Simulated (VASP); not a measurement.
A run of VASP 6.6.1:

Contents of POSCAR:

```
Ir
1.0
    2.7513778946      0.0000000000      0.0000000000
   -1.3756889473      2.3827631521      0.0000000000
    0.0000000000      0.0000000000      4.4622900000
Ir
2
Direct
    0.3333333333      0.6666666667      0.2500000000
    0.6666666667      0.3333333333      0.7500000000
```

INCAR.step1

```
ALGO = Normal
EDIFF = 1E-4
ENCUT = 520
GGA = PE
ISMEAR = -1
LASPH = True
LCHARG = False
LREAL = False
LWAVE = True
NBANDS = 16
NELM = 80
PREC = Accurate
SIGMA = 0.05
```

Contents of INCAR.step2:

```
ALGO = Normal
EDIFF = 1E-6
ENCUT = 520
ISIF = 2
ISMEAR = -1
ISTART = 1
LASPH = True
LCHARG = False
LMIXTAU = True
LREAL = False
LWAVE = False
METAGGA = R2SCAN
NBANDS = 16
NELM = 80
PREC = Accurate
SIGMA = 0.05
```

KPOINTS

```
k-points
0
Gamma
  11 11 6
```

Potentials or basis: VASP PAW PBE potentials, release 64 (Ir).

Command:

```bash
$ cat potpaw_PBE.64/Ir/POTCAR > POTCAR
$ cp INCAR.step1 INCAR
$ mpirun -np 1 vasp_std > vasp.out
$ cp INCAR.step2 INCAR
$ mpirun -np 1 vasp_std > vasp.out
```

Hardware: 1 thread of AMD EPYC 7R13 Processor (Zen 3), with other jobs on the host.

Problem. Estimate the wall time of this run.

Solution. Wall time 87 s on 1 thread of AMD EPYC 7R13 Processor (Zen 3), with other jobs on the host, peak memory 0.13 GiB. Counts: k points 64.
